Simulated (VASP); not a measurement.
Wanted: the native input for a VASP 6.6.1 run.

| Property | Result |
| --- | --- |
| Task | single point |
| Functional | PBEsol |
| Potentials or basis | VASP PAW PBE potentials, release 64 (Sc_sv, Al) |
| Cutoff | 520 eV |
| k mesh | 8 × 8 × 8 |
| Occupations | gaussian, width 0.1 eV |
| Spin | no spin polarisation |
| Dipole correction | no |
| Further INCAR settings | ALGO = Fast; EDIFF = 1e-06; NBANDS = 26 |

The structure of ScAl2 lies in POSCAR:

```
ScAl2
1.0
    0.0000000000      3.9892065657      3.9892065657
    3.9892065657      0.0000000000      3.9892065657
    3.7483488107      3.7483488107      0.2408577549
Sc Al
2 4
Direct
    0.4992937580      0.4992937580      0.5021187259
    0.7507062420      0.7507062420      0.7478812741
    0.1250000000      0.1250000000      0.1250000000
    0.6250000000      0.1250000000      0.1250000000
    0.1250000000      0.6250000000      0.1250000000
    0.1250000000      0.1250000000      0.6250000000
```

This cell differs from its parent crystal: biaxial strain in the a-b plane: +6.0 %.

These files were run (other wordings do the same):

INCAR

```
PREC = Accurate
ENCUT = 520
EDIFF = 1E-6
ISMEAR = 0
SIGMA = 0.1
LREAL = F
LASPH = T
NELM = 60
ALGO = Fast
ISIF = 2
LWAVE = F
LCHARG = F
GGA = PS
NBANDS = 26
```

KPOINTS

```
Automatic mesh
0
Gamma
  8 8 8
```

Potentials or basis: VASP PAW PBE potentials, release 64 (Sc_sv, Al).

The run is started by

```bash
$ cat potpaw_PBE.64/Sc_sv/POTCAR potpaw_PBE.64/Al/POTCAR > POTCAR
$ mpirun -np 1 vasp_std > vasp.out
```

Results of the run:

```json
{
 "Pressure": "-5.4 GPa",
 "Largest force": "0.009 eV/Å",
 "Band gap on the k mesh": "zero (band 17 reaches 6.37 eV, above the bottom of band 18 at 4.32 eV)"
}
```

Caveat: the cell differs from its parent crystal (biaxial strain in the a-b plane: +6.0 %); the PAW data sets were made with another functional, which shifts forces and pressure a little.

Run time: 4.1 min on 1 thread of Intel(R) Xeon(R) Platinum 8559C (Emerald Rapids) (shared host), peak memory 0.35 GiB.
